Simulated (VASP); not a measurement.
## GdMn: single point with PBE+U

Crystal: GdMn.

```
Gd Mn
1.0
     3.58597    0.00000    0.00000
     0.00000    3.58597    0.00000
     0.00000    0.00000    3.58597
Gd Mn
1 1
Direct
  0.00000 0.00000 0.00000
  0.50000 0.50000 0.50000
```

| Quantity | Value |
| --- | --- |
| Program | VASP 6.6.1 |
| Task | single point |
| Functional | PBE |
| Potentials or basis | VASP PAW PBE potentials, release 64 (Gd, Mn_pv) |
| Cutoff | 520 eV |
| k mesh | 8 × 8 × 8 |
| Occupations | gaussian, width 0.05 eV |
| Spin | collinear spin, ferrimagnetic start |
| Starting moments | [8.1, -3.97] μB |
| Hubbard terms | Gd f U = 6.0 eV |
| Dipole correction | no |
| Further INCAR settings | ALGO = Normal; EDIFF = 1e-07; NBANDS = 26 |

The pressure is -0.8 GPa and the net moment is 4.12 μB per cell. The site moments are Gd +7.12; Mn -3.51 μB and the valence electrons inside the program's atomic spheres are Gd 15.22; Mn 11.48.

Levels at points of the mesh, in eV from the Fermi level:
Spin up:
```
           k point  band 14  band 15  band 16  band 17  band 18  band 19  band 20  band 21  band 22  band 23
(0.00, 0.00, 0.00)    -7.64    -5.92    -2.04    -2.04     0.82     0.82     0.82     2.26     2.26     5.03
(0.50, 0.00, 0.00)    -7.63    -3.15    -2.28    -0.13    -0.03     0.88     0.88     1.27     1.65     1.65
(0.50, 0.50, 0.00)    -7.62    -3.16    -1.98    -0.24    -0.24     0.97     0.97     1.53     1.54     2.73
(0.50, 0.50, 0.50)    -7.64    -1.58    -1.58    -1.58     0.20     0.20     0.20     1.56     1.56     3.90
```
Spin down:
```
           k point  band 9  band 10  band 11  band 12  band 13  band 14  band 15  band 16  band 17  band 18
(0.00, 0.00, 0.00)   -3.15    -3.15    -2.21    -2.21    -2.21     1.67     1.67     3.43     3.43     3.43
(0.50, 0.00, 0.00)   -2.69    -2.50    -2.28    -2.28    -2.11    -1.03     1.24     2.39     2.39     3.50
(0.50, 0.50, 0.00)   -3.20    -2.61    -2.61    -1.71    -1.07     1.18     1.18     2.05     3.46     3.51
(0.50, 0.50, 0.50)   -2.49    -2.49    -1.70    -1.70    -1.15    -1.15    -1.15     1.82     3.57     3.57
```

Eigenvalues of the final occupation matrices:
| site | spin | trace | eigenvalues |
| --- | --- | --- | --- |
| site 1 f | 1 | 6.93 | 0.99 0.99 0.99 0.99 0.99 0.99 0.99 |
| site 1 f | 2 | 0.02 | 0.00 0.00 0.00 0.00 0.00 0.00 0.00 |

Run time: 90 s on 1 thread of Oxide Virtual Turin-like Processor (shared host), peak memory 0.2 GiB.

Caveat: spin-orbit coupling is left out, which moves the levels of the heavy elements. The state reached can hang on the start; a lower one may exist.
